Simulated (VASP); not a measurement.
# TaN (Fm-3m) in VASP: settings compared

TaN is run at these levels: BLYP+D3(BJ), revPBE+D4; tasks: single point, relaxation of cell and atoms.

All numbers are computed with VASP 6.6.1; they aren't measurements. Logs are shortened: lines on timing, memory, paths and dates and some standing lists are left out, and cuts for length are marked.

### Step 1. The cell of the first run

It takes space group Fm-3m (No. 225, cubic). The conventional cell has a = 4.393 Å, b = 4.393 Å, c = 4.393 Å, α = 90.00°, β = 90.00°, γ = 90.00°. Within 2.9 Å of Ta (site symmetry m-3m) lie 6 N at 2.20 Å. N (site symmetry m-3m) has 6 Ta at 2.20 Å within 2.9 Å.

### Step 2. Single point, BLYP+D3(BJ)

Contents of INCAR:

```
SYSTEM = TaN
AGGAC = 1.0
AGGAX = 1.0
ALDAC = 0.0
ALDAX = 1.0
ALGO = Normal
EDIFF = 1E-7
ENCUT = 520
GGA = B5
ISIF = 2
ISMEAR = -1
IVDW = 12
LASPH = .TRUE.
LCHARG = .FALSE.
LREAL = .FALSE.
LWAVE = .FALSE.
NBANDS = 15
NELM = 80
PREC = Accurate
SIGMA = 0.05
VDW_A1 = 0.4298
VDW_A2 = 4.2359
VDW_S6 = 1.0
VDW_S8 = 2.6996
```

Contents of KPOINTS:

```
k-points
0
G
  10 10 10
  0 0 0
```

Contents of POSCAR:

```
TaN
1.0
    0.0000000000      2.1963572625      2.1963572625
    2.1963572625      0.0000000000      2.1963572625
    2.1963572625      2.1963572625      0.0000000000
Ta N
1 1
Direct
    0.5000000000      0.5000000000      0.5000000000
    0.0000000000      0.0000000000      0.0000000000
```

Potentials or basis: VASP PAW PBE potentials, release 64 (Ta_pv, N).

Command:

```
> cat potpaw_PBE.64/Ta_pv/POTCAR potpaw_PBE.64/N/POTCAR > POTCAR
> mpirun -np 1 vasp_std > vasp.out
```

OUTCAR:

```text
SYSTEM = TaN
   EDIFF = 1E-7
   ENCUT = 520
   GGA = B5
   ISIF = 2
   ISMEAR = -1
   IVDW = 12
   LASPH = .TRUE.
   LREAL = .FALSE.
   NELM = 80
   PREC = Accurate
 IVDW          = 12

 ion  position               nearest neighbor table
   1  0.500  0.500  0.500-   2 2.20   2 2.20   2 2.20   2 2.20   2 2.20   2 2.20
   2  0.000  0.000  0.000-   1 2.20   1 2.20   1 2.20   1 2.20   1 2.20   1 2.20

  LATTYP: Found a face centered cubic cell.
 ALAT       =     4.3927145250

  Lattice vectors:

 A1 = (   0.0000000000,   2.1963572625,   2.1963572625)
 A2 = (   2.1963572625,   0.0000000000,   2.1963572625)
 A3 = (   2.1963572625,   2.1963572625,   0.0000000000)

Analysis of symmetry for initial positions (statically):
=====================================================================
 Subroutine PRICEL returns:
 Original cell was already a primitive cell.

 Routine SETGRP: Setting up the symmetry group for a
 face centered cubic supercell.

 Subroutine GETGRP returns: Found 48 space group operations
 (whereof 48 operations were pure point group operations)
 out of a pool of 48 trial point group operations.

The static configuration has the point symmetry O_h .

Analysis of symmetry for dynamics (positions and initial velocities):
=====================================================================
 Subroutine PRICEL returns:
 Original cell was already a primitive cell.

 Routine SETGRP: Setting up the symmetry group for a
 face centered cubic supercell.

 Subroutine GETGRP returns: Found 48 space group operations
 (whereof 48 operations were pure point group operations)
 out of a pool of 48 trial point group operations.

The dynamic configuration has the point symmetry O_h .

 Subroutine INISYM returns: Found 48 space group operations
 (whereof 48 operations are pure point group operations),
 and found     1 'primitive' translations

----------------------------------------------------------------------------------------

                                     Primitive cell

  volume of cell :      21.1904

  direct lattice vectors                    reciprocal lattice vectors
     0.000000000  2.196357262  2.196357262    -0.227649667  0.227649667  0.227649667
     2.196357262  0.000000000  2.196357262     0.227649667 -0.227649667  0.227649667
     2.196357262  2.196357262  0.000000000     0.227649667  0.227649667 -0.227649667

  length of vectors
     3.106118228  3.106118228  3.106118228     0.394300790  0.394300790  0.394300790

  position of ions in fractional coordinates (direct lattice)
     0.500000000  0.500000000  0.500000000
     0.000000000  0.000000000  0.000000000

  ion indices of the primitive-cell ions
   primitive index   ion index
                 1           1
                 2           2

----------------------------------------------------------------------------------------

 KPOINTS: k-points

Automatic generation of k-mesh.
 Grid dimensions read from file:
 generate k-points for:   10   10   10

 Generating k-lattice:

  Cartesian coordinates                     Fractional coordinates (reciprocal lattice)
    -0.022764967  0.022764967  0.022764967     0.100000000  0.000000000  0.000000000
     0.022764967 -0.022764967  0.022764967     0.000000000  0.100000000  0.000000000
     0.022764967  0.022764967 -0.022764967     0.000000000  0.000000000  0.100000000

  Length of vectors
     0.039430079  0.039430079  0.039430079

  Shift w.r.t. Gamma in fractional coordinates (k-lattice)
     0.000000000  0.000000000  0.000000000

 Subroutine IBZKPT returns following result:
 ===========================================

 Found     47 irreducible k-points:

 Following reciprocal coordinates:
            Coordinates               Weight
  0.000000  0.000000  0.000000      1.000000
  0.100000  0.000000  0.000000      8.000000
  0.200000  0.000000  0.000000      8.000000
  0.300000  0.000000  0.000000      8.000000
  0.400000  0.000000  0.000000      8.000000
  0.500000  0.000000  0.000000      4.000000
[... 16 lines left out ...]
  0.300000  0.300000  0.000000      6.000000
  0.400000  0.300000  0.000000     24.000000
 [... further k-points ...]
   k-points           NKPTS =     47   k-points in BZ     NKDIM =     47   number of bands    NBANDS=     15
   number of dos      NEDOS =    301   number of ions     NIONS =      2
   total plane-waves  NPLWV =  13824
   dimension x,y,z NGX =    24 NGY =   24 NGZ =   24
   dimension x,y,z NGXF=    48 NGYF=   48 NGZF=   48
   ions per type =               1   1
   NGX,Y,Z   is equivalent  to a cutoff of  12.85, 12.85, 12.85 a.u.
   NGXF,Y,Z  is equivalent  to a cutoff of  25.69, 25.69, 25.69 a.u.
 SYSTEM =  TaN
   PREC   = accura    normal or accurate (medium, high low for compatibility)
   ISTART =      0    job   : 0-new  1-cont  2-samecut
   ICHARG =      2    charge: 1-file 2-atom 10-const
   ISPIN  =      1    spin polarized calculation?
   LNONCOLLINEAR =      F non collinear calculations
   LSORBIT =      F    spin-orbit coupling
   LASPH  =      T    aspherical Exc in radial PAW
   ENCUT  =  520.0 eV  38.22 Ry    6.18 a.u.   5.78  5.78  5.78*2*pi/ulx,y,z
   NELM   =     80;   NELMIN=  2; NELMDL= -5     # of ELM steps
   EDIFF  = 0.1E-06   stopping-criterion for ELM
   LREAL  =      F    real-space projection
   EDIFFG = 0.1E-05   stopping-criterion for IOM
   NSW    =      0    number of steps for IOM
   IBRION =     -1    ionic relax: 0-MD 1-quasi-New 2-CG
   NFREE  =      0    steps in history (QN), initial steepest desc. (CG)
   ISIF   =      2    stress and relaxation
   ISYM   =      2    0-nonsym 1-usesym 2-fastsym
   POTIM  = 0.5000    time-step for ionic-motion
   TEBEG  =    0.0;   TEEND  =   0.0 temperature during run
   PSTRESS=    0.0 pullay stress
   NELECT =      16.0000    total number of electrons
   NUPDOWN=      -1.0000    fix difference up-down
   EMIN   =  10.00;   EMAX   =-10.00  energy-range for DOS
   EFERMI =   0.00;   METHOD = LEGACY
   ISMEAR =    -1;   SIGMA  =   0.05  broadening in eV -4-tet -1-fermi 0-gaus
   EFERMI_NEDOS =   21; number of points for ismear=-14 and -15
   IALGO  =     38    algorithm
   IMIX   =      4    mixing-type and parameters
     AMIX     =   0.40;   BMIX     =  1.00
     AMIX_MAG =   1.60;   BMIX_MAG =  1.00
  volume/ion in A,a.u.               =      10.60        71.50
  Fermi-wavevector in a.u.,A,eV,Ry     =   1.490740  2.817090 30.236297  2.222305
  Thomas-Fermi vector in A             =   2.603483
   LORBIT       =      0    0 simple, 1 ext, 2 COOP (PROOUT), +10 PAW based schemes
   GGA     = B5    functional components
   LHFCALC =     F    Hartree Fock is set to
   AEXX    =    0.0000 exact exchange contribution
   IVDW    =    12    specifies the selected vdW correction
   LEPSILON=     F    determine dielectric tensor
   LRPA    =     F    only Hartree local field effects (RPA)
 non-spin polarized calculation
  energy-cutoff  :      520.00
  volume of cell :       21.19
 maximum number of plane-waves:       588
   NGX = 11   NGY = 11   NGZ = 11

 number of electron      16.0000002 magnetization

 Free energy of the ion-electron system (eV)
  ---------------------------------------------------
  ext. energy  EPLUGINS =         0.00000000
  ---------------------------------------------------
  free energy    TOTEN  =       -19.78335587 eV

  energy without entropy =      -19.77689663  energy(sigma->0) =      -19.78012625

 E-fermi :  10.1243     XC(G=0): -12.7594

 val. band max:       10.0337075992   @ k =  -0.2000   0.2000   0.0000
 cond. band min:      10.1582623471   @ k =   0.0000   0.0000   0.0000
 fundamental gap:      0.1245547479
 Fermi energy:        10.1242915546

 k-point     1 :       0.0000    0.0000    0.0000
  band No.  band energies     occupation
      1     -25.5956      2.00000
      2     -25.5956      2.00000
      3     -25.5956      2.00000
      4      -8.6652      2.00000
      5       6.2580      2.00000
      6       6.2580      2.00000
      7       6.2580      2.00000
      8       7.9941      2.00000
      9       7.9941      2.00000
     10       7.9941      2.00000
     11      10.1583      0.67278
     12      10.1583      0.67276
     13      11.9171      0.00000
     14      20.0069      0.00000
     15      21.7825      0.00000

 k-point     2 :       0.1000    0.0000    0.0000
  band No.  band energies     occupation
      1     -25.6848      2.00000
      2     -25.6038      2.00000
      3     -25.6038      2.00000
      4      -8.4266      2.00000
      5       5.1898      2.00000
      6       5.5172      2.00000
      7       5.5172      2.00000
      8       8.3471      2.00000
      9       8.3471      2.00000
     10       8.4349      2.00000
     11      11.0727      0.00000
     12      11.0727      0.00000
     13      12.5883      0.00000
     14      20.7191      0.00000
     15      21.7819      0.00000

 k-point     3 :       0.2000    0.0000    0.0000
  band No.  band energies     occupation
      1     -25.9110      2.00000
      2     -25.6249      2.00000
      3     -25.6249      2.00000
      4      -7.7768      2.00000
      5       3.3966      2.00000
      6       4.3288      2.00000
      7       4.3288      2.00000
      8       9.0210      2.00000
      9       9.1517      2.00000
     10       9.1517      2.00000
     11      12.9548      0.00000
     12      12.9548      0.00000
     13      14.0106      0.00000
     14      21.7781      0.00000
     15      22.3453      0.00000
[... 343 lines left out ...]
 k-point    23 :       0.3000    0.3000    0.0000
  band No.  band energies     occupation
      1     -26.1091      2.00000
      2     -25.7852      2.00000
      3     -25.7852      2.00000
      4      -7.2836      2.00000
      5       2.0156      2.00000
      6       5.2223      2.00000
      7       5.2223      2.00000
      8       5.6167      2.00000
      9      11.3869      0.00000
     10      12.4385      0.00000
     11      12.4385      0.00000
     12      13.1927      0.00000
     13      18.4534      0.00000
     14      21.7616      0.00000
     15      23.4397      0.00000

 k-point    24 :       0.4000    0.3000    0.0000
  band No.  band energies     occupation
      1     -26.2117      2.00000
      2     -25.8415      2.00000
      3     -25.8154      2.00000
      4      -7.1608      2.00000
      5       2.2612      2.00000
      6       4.2741      2.00000
      7       4.9099      2.00000
      8       6.2788      2.00000
      9      12.2426      0.00000
     10      12.9303      0.00000
     11      13.0122      0.00000
     12      14.1211      0.00000
     13      18.5459      0.00000
     14      21.0673      0.00000
     15      21.8393      0.00000

 [... further k-points ...]

------------------------ aborting loop because EDIFF is reached ----------------------------------------

 Edisp (eV)   -2.21040

 E8    (eV) :    -1.6662

  FORCE on cell =-STRESS in cart. coord.  units (eV):
  Direction    XX          YY          ZZ          XY          YZ          ZX
  --------------------------------------------------------------------------------------
  -------------------------------------------------------------------------------------
  Total       0.28073     0.28073     0.28073    -0.00000     0.00000     0.00000
  in kB      21.22563    21.22563    21.22563    -0.00000     0.00000     0.00000
  external pressure =       21.23 kB  Pullay stress =        0.00 kB

 VOLUME and BASIS-vectors are now :
 -----------------------------------------------------------------------------
  energy-cutoff  :      520.00
  volume of cell :       21.19
      direct lattice vectors                 reciprocal lattice vectors
     0.000000000  2.196357262  2.196357262    -0.227649667  0.227649667  0.227649667
     2.196357262  0.000000000  2.196357262     0.227649667 -0.227649667  0.227649667
     2.196357262  2.196357262  0.000000000     0.227649667  0.227649667 -0.227649667

 POSITION                                       TOTAL-FORCE (eV/Angst)
 -----------------------------------------------------------------------------------
      2.19636      2.19636      2.19636         0.000000      0.000000      0.000000
      0.00000      0.00000      0.00000        -0.000000     -0.000000     -0.000000
 -----------------------------------------------------------------------------------
    total drift:                                0.000000     -0.000000     -0.000000

  FREE ENERGIE OF THE ION-ELECTRON SYSTEM (eV)
  ---------------------------------------------------
  free  energy   TOTEN  =       -21.9937578585 eV

  energy  without entropy=      -21.9872986139  energy(sigma->0) =      -21.99052824
```

Run time: 15 s. Hardware: 1 thread of AMD EPYC 9R45 (Zen 5), shared host; peak memory 0.13 GiB.

What came out:

| Quantity | Value |
| --- | --- |
| Free energy | -21.9938 eV |
| Pressure | 2.1 GPa |
| Band gap on the k mesh | zero (band 8 reaches 11.92 eV, above the bottom of band 9 at 7.99 eV) |
| Dispersion energy per atom | -1.105 eV |

Levels at points of the mesh, in eV from the Fermi level:
```csv
k point,band 5,band 6,band 7,band 8,band 9,band 10,band 11,band 12
"(0.00, 0.00, 0.00)",-3.87,-3.87,-3.87,-2.13,-2.13,-2.13,0.03,0.03
"(0.50, 0.00, 0.00)",-10.27,-7.61,-7.61,1.79,1.79,1.93,4.24,7.43
"(0.50, 0.50, 0.00)",-6.51,-5.39,-4.63,-4.63,2.05,3.40,3.40,4.53
```

Caveat: the PAW data sets were made with another functional, which shifts forces and pressure a little; spin-orbit coupling is left out, which moves the levels of the heavy elements; pairwise dispersion overbinds metals, which lowers pressure and volume.

[end of part 1 of 2]
